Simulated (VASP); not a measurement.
# BAs (Fm-3m) in VASP: a series of runs

Aim: see how the results for BAs move with the level of theory and the settings. Levels: PBE, LDA. Tasks: single point.

All numbers are computed with VASP 6.6.1; they aren't measurements. Logs are shortened: lines on timing, memory, paths and dates and some standing lists are left out, and cuts for length are marked.

### Step 1. The cell of the first run

The structure is cubic, space group Fm-3m (No. 225). The conventional cell has a = 4.611 Å, b = 4.611 Å, c = 4.611 Å, α = 90.00°, β = 90.00°, γ = 90.00°. B (site symmetry m-3m) has 6 As at 2.31 Å within 3.0 Å. Within 3.0 Å of As (site symmetry m-3m) lie 6 B at 2.31 Å.

### Step 2. Single point, PBE

INCAR

```
PREC = Accurate ; ENCUT = 500
EDIFF = 1E-6 ; ISMEAR = -1
SIGMA = 0.02 ; LREAL = False
LASPH = True ; NELM = 120
ALGO = Normal ; ISIF = 2
LWAVE = False ; LCHARG = True
GGA = PE ; LELF = True
LVHAR = True ; NBANDS = 11
GGA_COMPAT = False
```

KPOINTS

```
regular mesh
0
Gamma
  4 4 4
```

POSCAR

```
BAs
1.0
    0.0000000000      2.3052873177      2.3052873177
    2.3052873177      0.0000000000      2.3052873177
    2.3052873177      2.3052873177      0.0000000000
B As
1 1
Direct
    0.0000000000      0.0000000000      0.0000000000
    0.5000000000      0.5000000000      0.5000000000
```

Potentials or basis: VASP PAW PBE potentials, release 64 (B, As).

The run is started by

```
cat potpaw_PBE.64/B/POTCAR potpaw_PBE.64/As/POTCAR > POTCAR
mpirun -np 1 vasp_std > vasp.out
```

OUTCAR:

```text
PREC = Accurate
   ENCUT = 500
   EDIFF = 1E-6
   ISMEAR = -1
   LREAL = False
   LASPH = True
   NELM = 120
   ISIF = 2
   GGA = PE

 ion  position               nearest neighbor table
   1  0.000  0.000  0.000-   2 2.31   2 2.31   2 2.31   2 2.31   2 2.31   2 2.31
   2  0.500  0.500  0.500-   1 2.31   1 2.31   1 2.31   1 2.31   1 2.31   1 2.31

  LATTYP: Found a face centered cubic cell.
 ALAT       =     4.6105746354

  Lattice vectors:

 A1 = (   0.0000000000,   2.3052873177,   2.3052873177)
 A2 = (   2.3052873177,   0.0000000000,   2.3052873177)
 A3 = (   2.3052873177,   2.3052873177,   0.0000000000)

Analysis of symmetry for initial positions (statically):
=====================================================================
 Subroutine PRICEL returns:
 Original cell was already a primitive cell.

 Routine SETGRP: Setting up the symmetry group for a
 face centered cubic supercell.

 Subroutine GETGRP returns: Found 48 space group operations
 (whereof 48 operations were pure point group operations)
 out of a pool of 48 trial point group operations.

The static configuration has the point symmetry O_h .

Analysis of symmetry for dynamics (positions and initial velocities):
=====================================================================
 Subroutine PRICEL returns:
 Original cell was already a primitive cell.

 Routine SETGRP: Setting up the symmetry group for a
 face centered cubic supercell.

 Subroutine GETGRP returns: Found 48 space group operations
 (whereof 48 operations were pure point group operations)
 out of a pool of 48 trial point group operations.

The dynamic configuration has the point symmetry O_h .

 Subroutine INISYM returns: Found 48 space group operations
 (whereof 48 operations are pure point group operations),
 and found     1 'primitive' translations

----------------------------------------------------------------------------------------

                                     Primitive cell

  volume of cell :      24.5022

  direct lattice vectors                    reciprocal lattice vectors
     0.000000000  2.305287318  2.305287318    -0.216892704  0.216892704  0.216892704
     2.305287318  0.000000000  2.305287318     0.216892704 -0.216892704  0.216892704
     2.305287318  2.305287318  0.000000000     0.216892704  0.216892704 -0.216892704

  length of vectors
     3.260168590  3.260168590  3.260168590     0.375669183  0.375669183  0.375669183

  position of ions in fractional coordinates (direct lattice)
     0.000000000  0.000000000  0.000000000
     0.500000000  0.500000000  0.500000000

  ion indices of the primitive-cell ions
   primitive index   ion index
                 1           1
                 2           2

----------------------------------------------------------------------------------------

 KPOINTS: regular mesh

Automatic generation of k-mesh.
 Grid dimensions read from file:
 generate k-points for:    4    4    4

 Generating k-lattice:

  Cartesian coordinates                     Fractional coordinates (reciprocal lattice)
    -0.054223176  0.054223176  0.054223176     0.250000000  0.000000000  0.000000000
     0.054223176 -0.054223176  0.054223176     0.000000000  0.250000000  0.000000000
     0.054223176  0.054223176 -0.054223176     0.000000000  0.000000000  0.250000000

  Length of vectors
     0.093917296  0.093917296  0.093917296

  Shift w.r.t. Gamma in fractional coordinates (k-lattice)
     0.000000000  0.000000000  0.000000000

 Subroutine IBZKPT returns following result:
 ===========================================

 Found      8 irreducible k-points:

 Following reciprocal coordinates:
            Coordinates               Weight
  0.000000  0.000000  0.000000      1.000000
  0.250000  0.000000  0.000000      8.000000
  0.500000  0.000000  0.000000      4.000000
  0.250000  0.250000  0.000000      6.000000
  0.500000  0.250000  0.000000     24.000000
 -0.250000  0.250000  0.000000     12.000000
  0.500000  0.500000  0.000000      3.000000
 -0.250000  0.500000  0.250000      6.000000
   k-points           NKPTS =      8   k-points in BZ     NKDIM =      8   number of bands    NBANDS=     11
   number of dos      NEDOS =    301   number of ions     NIONS =      2
   total plane-waves  NPLWV =  13824
   dimension x,y,z NGX =    24 NGY =   24 NGZ =   24
   dimension x,y,z NGXF=    48 NGYF=   48 NGZF=   48
   ions per type =               1   1
   NGX,Y,Z   is equivalent  to a cutoff of  12.24, 12.24, 12.24 a.u.
   NGXF,Y,Z  is equivalent  to a cutoff of  24.48, 24.48, 24.48 a.u.
 SYSTEM =  unknown system
   PREC   = accura    normal or accurate (medium, high low for compatibility)
   ISTART =      0    job   : 0-new  1-cont  2-samecut
   ICHARG =      2    charge: 1-file 2-atom 10-const
   ISPIN  =      1    spin polarized calculation?
   LNONCOLLINEAR =      F non collinear calculations
   LSORBIT =      F    spin-orbit coupling
   LASPH  =      T    aspherical Exc in radial PAW
   ENCUT  =  500.0 eV  36.75 Ry    6.06 a.u.   5.94  5.94  5.94*2*pi/ulx,y,z
   NELM   =    120;   NELMIN=  2; NELMDL= -5     # of ELM steps
   EDIFF  = 0.1E-05   stopping-criterion for ELM
   LREAL  =      F    real-space projection
   EDIFFG = 0.1E-04   stopping-criterion for IOM
   NSW    =      0    number of steps for IOM
   IBRION =     -1    ionic relax: 0-MD 1-quasi-New 2-CG
   NFREE  =      0    steps in history (QN), initial steepest desc. (CG)
   ISIF   =      2    stress and relaxation
   ISYM   =      2    0-nonsym 1-usesym 2-fastsym
   POTIM  = 0.5000    time-step for ionic-motion
   TEBEG  =    0.0;   TEEND  =   0.0 temperature during run
   PSTRESS=    0.0 pullay stress
   NELECT =       8.0000    total number of electrons
   NUPDOWN=      -1.0000    fix difference up-down
   EMIN   =  10.00;   EMAX   =-10.00  energy-range for DOS
   EFERMI =   0.00;   METHOD = LEGACY
   ISMEAR =    -1;   SIGMA  =   0.02  broadening in eV -4-tet -1-fermi 0-gaus
   EFERMI_NEDOS =   21; number of points for ismear=-14 and -15
   IALGO  =     38    algorithm
   IMIX   =      4    mixing-type and parameters
     AMIX     =   0.40;   BMIX     =  1.00
     AMIX_MAG =   1.60;   BMIX_MAG =  1.00
  volume/ion in A,a.u.               =      12.25        82.67
  Fermi-wavevector in a.u.,A,eV,Ry     =   1.127292  2.130273 17.290111  1.270787
  Thomas-Fermi vector in A             =   2.263978
   LORBIT       =      0    0 simple, 1 ext, 2 COOP (PROOUT), +10 PAW based schemes
   GGA     = PE    functional components
   LHFCALC =     F    Hartree Fock is set to
   AEXX    =    0.0000 exact exchange contribution
   IVDW    =     0    specifies the selected vdW correction
   LEPSILON=     F    determine dielectric tensor
   LRPA    =     F    only Hartree local field effects (RPA)
 non-spin polarized calculation
  energy-cutoff  :      500.00
  volume of cell :       24.50
 maximum number of plane-waves:       636
   NGX = 11   NGY = 11   NGZ = 11

 number of electron       7.9999999 magnetization

 Free energy of the ion-electron system (eV)
  ---------------------------------------------------
  ext. energy  EPLUGINS =         0.00000000
  ---------------------------------------------------
  free energy    TOTEN  =        -9.23940930 eV

  energy without entropy =       -9.23103910  energy(sigma->0) =       -9.23522420

 E-fermi :   7.0963     XC(G=0): -11.4373

 val. band max:        7.0866394439   @ k =  -0.2500   0.2500   0.0000
 cond. band min:       7.2951305738   @ k =   0.0000   0.0000   0.0000
 fundamental gap:      0.2084911299
 Fermi energy:         7.0963467579

 k-point     1 :       0.0000    0.0000    0.0000
  band No.  band energies     occupation
      1      -8.6387      2.00000
      2       7.2951      0.00010
      3       7.2951      0.00010
      4       7.2951      0.00010
      5      10.7927      0.00000
      6      14.9849      0.00000
      7      14.9849      0.00000
      8      14.9849      0.00000
      9      16.1548      0.00000
     10      16.1548      0.00000
     11      16.1548      0.00000

 k-point     2 :       0.2500    0.0000    0.0000
  band No.  band energies     occupation
      1      -7.4602      2.00000
      2       2.2529      2.00000
      3       7.3422      0.00001
      4       7.3422      0.00001
      5      11.5904      0.00000
      6      11.5904      0.00000
      7      11.7555      0.00000
      8      13.7085      0.00000
      9      17.4718      0.00000
     10      18.6102      0.00000
     11      18.6102      0.00000

 k-point     3 :       0.5000    0.0000    0.0000
  band No.  band energies     occupation
      1      -4.8939      2.00000
      2      -2.3934      2.00000
      3       8.4119      0.00000
      4       8.4119      0.00000
      5       8.6013      0.00000
      6       8.6013      0.00000
      7      11.4328      0.00000
      8      12.7699      0.00000
      9      21.0826      0.00000
     10      23.8670      0.00000
     11      23.8670      0.00000

 k-point     4 :       0.2500    0.2500    0.0000
  band No.  band energies     occupation
      1      -7.0598      2.00000
      2       4.5486      2.00000
      3       5.0163      2.00000
      4       5.0163      2.00000
      5       6.7315      2.00000
      6      12.6002      0.00000
      7      15.6805      0.00000
      8      16.1410      0.00000
      9      16.1410      0.00000
     10      21.7027      0.00000
     11      21.7028      0.00000

 k-point     5 :       0.5000    0.2500    0.0000
  band No.  band energies     occupation
      1      -4.5689      2.00000
      2      -0.5479      2.00000
      3       2.9793      2.00000
      4       4.8414      2.00000
      5       7.0411      1.88097
      6      13.9317      0.00000
      7      14.7534      0.00000
      8      15.9770      0.00000
      9      17.3919      0.00000
     10      22.8746      0.00000
     11      24.6916      0.00000

 k-point     6 :      -0.2500    0.2500    0.0000
  band No.  band energies     occupation
      1      -5.5811      2.00000
      2       0.5319      2.00000
      3       2.4568      2.00000
      4       7.0866      1.23803
      5       9.1266      0.00000
      6      10.7592      0.00000
      7      14.5717      0.00000
      8      16.6823      0.00000
      9      18.3727      0.00000
     10      19.4542      0.00000
     11      21.8905      0.00000

 k-point     7 :       0.5000    0.5000    0.0000
  band No.  band energies     occupation
      1      -3.4601      2.00000
      2      -0.5965      2.00000
      3       3.5737      2.00000
      4       3.5737      2.00000
      5       3.9419      2.00000
      6      10.9740      0.00000
      7      17.9069      0.00000
      8      17.9069      0.00000
      9      19.9778      0.00000
     10      24.7093      0.00000
     11      27.8539      0.00000

 k-point     8 :      -0.2500    0.5000    0.2500
  band No.  band energies     occupation
      1      -3.0158      2.00000
      2       0.4128      2.00000
      3       0.9408      2.00000
      4       0.9408      2.00000
      5      10.4064      0.00000
      6      11.5893      0.00000
      7      16.6652      0.00000
      8      16.6652      0.00000
      9      19.2099      0.00000
     10      19.2099      0.00000
     11      28.7792      0.00000

------------------------ aborting loop because EDIFF is reached ----------------------------------------

  FORCE on cell =-STRESS in cart. coord.  units (eV):
  Direction    XX          YY          ZZ          XY          YZ          ZX
  --------------------------------------------------------------------------------------
  -------------------------------------------------------------------------------------
  Total        0.9136260      0.9136260      0.9136260     -0.0000000      0.0000000      0.0000000
  in kB       59.7411848     59.7411848     59.7411848     -0.0000000      0.0000000      0.0000000
  external PRESSURE =      59.7411848 kB  Pullay stress =       0.0000000 kB

 VOLUME and BASIS-vectors are now :
 -----------------------------------------------------------------------------
  energy-cutoff  :      500.00
  volume of cell :       24.50
      direct lattice vectors                 reciprocal lattice vectors
     0.000000000  2.305287318  2.305287318    -0.216892704  0.216892704  0.216892704
     2.305287318  0.000000000  2.305287318     0.216892704 -0.216892704  0.216892704
     2.305287318  2.305287318  0.000000000     0.216892704  0.216892704 -0.216892704

 POSITION                                       TOTAL-FORCE (eV/Angst)
 -----------------------------------------------------------------------------------
      0.00000      0.00000      0.00000        -0.000000     -0.000000     -0.000000
      2.30529      2.30529      2.30529         0.000000      0.000000      0.000000
 -----------------------------------------------------------------------------------
    total drift:                                0.000000     -0.000000     -0.000000

  FREE ENERGIE OF THE ION-ELECTRON SYSTEM (eV)
  ---------------------------------------------------
  free  energy   TOTEN  =        -9.2394093015 eV

  energy  without entropy=       -9.2310391038  energy(sigma->0) =       -9.23522420
```

It took 6.9 s on 1 thread of Intel Xeon 8259CL, shared host; peak memory 0.14 GiB.

Results:

* Free energy: -9.2394 eV
* Pressure: 6.0 GPa
* Band gap on the k mesh: zero (band 4 reaches 8.41 eV, above the bottom of band 5 at 3.94 eV)

Caveat: the k points lie up to 0.59 Å⁻¹ apart.

### Step 3. Single point, LDA

INCAR

```
ALGO = Normal
EDIFF = 1E-6
ENCUT = 500
GGA_COMPAT = False
ISIF = 2
ISMEAR = -1
LASPH = True
LCHARG = False
LREAL = False
LWAVE = False
NBANDS = 11
NELM = 120
PREC = Accurate
SIGMA = 0.02
```

KPOINTS

```
k-points
0
Gamma
  6 6 6
```

POSCAR is that of step 2.

Potentials or basis: VASP PAW LDA potentials, release 64 (B, As).

The run is started by

```
cat potpaw_LDA.64/B/POTCAR potpaw_LDA.64/As/POTCAR > POTCAR
mpirun -np 1 vasp_std > vasp.out
```

It took 7 s on 1 thread of Intel Xeon 8259CL, shared host; peak memory 0.13 GiB.

It converged, with:

```yaml
Free_energy: -11.1025 eV
Pressure: -5.7 GPa
Band_gap_on_the_k_mesh: zero (band 4 reaches 8.84 eV, above the bottom of band 5 at 4.09 eV)
```

Levels at points of the mesh, in eV from the Fermi level:
```csv
k point,band 1,band 2,band 3,band 4,band 5,band 6,band 7,band 8
"(0.00, 0.00, 0.00)",-15.85,0.00,0.00,0.00,3.54,7.62,7.62,7.62
"(0.50, 0.00, 0.00)",-12.14,-9.58,1.10,1.10,1.35,1.35,4.10,5.53
"(0.50, 0.50, 0.00)",-10.69,-7.84,-3.69,-3.69,-3.24,3.75,10.46,10.46
```

Caveat: the k points lie up to 0.39 Å⁻¹ apart.

### Step 4. Single point, PBE

INCAR

```
PREC = Accurate
ENCUT = 500
EDIFF = 1E-6
ISMEAR = -1
SIGMA = 0.02
LREAL = F
LASPH = T
NELM = 120
ALGO = Normal
ISIF = 2
LWAVE = F
LCHARG = F
GGA = PE
NBANDS = 11
GGA_COMPAT = F
```

KPOINTS

```
regular mesh
0
Gamma
  8 8 8
```

POSCAR is that of step 3.

Potentials or basis: VASP PAW PBE potentials, release 64 (B, As).

The run is started by

```
cat potpaw_PBE.64/B/POTCAR potpaw_PBE.64/As/POTCAR > POTCAR
mpirun -np 1 vasp_std > vasp.out
```

It took 7.1 s on 1 thread of Intel Xeon 8259CL, shared host; peak memory 0.14 GiB.

The run converged. Its results:

| Property | Result |
| --- | --- |
| Free energy | -9.6003 eV |
| Pressure | 1.5 GPa |
| Band gap on the k mesh | zero (band 4 reaches 8.81 eV, above the bottom of band 5 at 3.90 eV) |

Levels at points of the mesh, in eV from the Fermi level:
```
           k point  band 1  band 2  band 3  band 4  band 5  band 6  band 7  band 8
(0.00, 0.00, 0.00)  -15.85    0.04    0.04    0.04    3.53    7.74    7.74    7.74
(0.50, 0.00, 0.00)  -12.09   -9.65    1.11    1.11    1.41    1.41    4.20    5.51
(0.50, 0.50, 0.00)  -10.66   -7.83   -3.67   -3.67   -3.33    3.76   10.64   10.64
```

### Step 5. The runs side by side

| level | potentials or basis | k mesh | gap on the mesh (eV) | pressure (GPa) |
| --- | --- | --- | --- | --- |
| PBE | VASP PAW PBE potentials, release 64 (B, As) | 4 × 4 × 4 | none | 6.0 |
| LDA | VASP PAW LDA potentials, release 64 (B, As) | 6 × 6 × 6 | none | -5.7 |
| PBE | VASP PAW PBE potentials, release 64 (B, As) | 8 × 8 × 8 | none | 1.5 |

Alike in all rows: task single point; no spin polarisation; cell as given; cutoff (eV) 500; smearing fermi-dirac 0.02 eV.

Caveats: some runs use coarse meshes.

Total energies depend on the potentials used, so only differences within one code and one set of settings carry meaning.
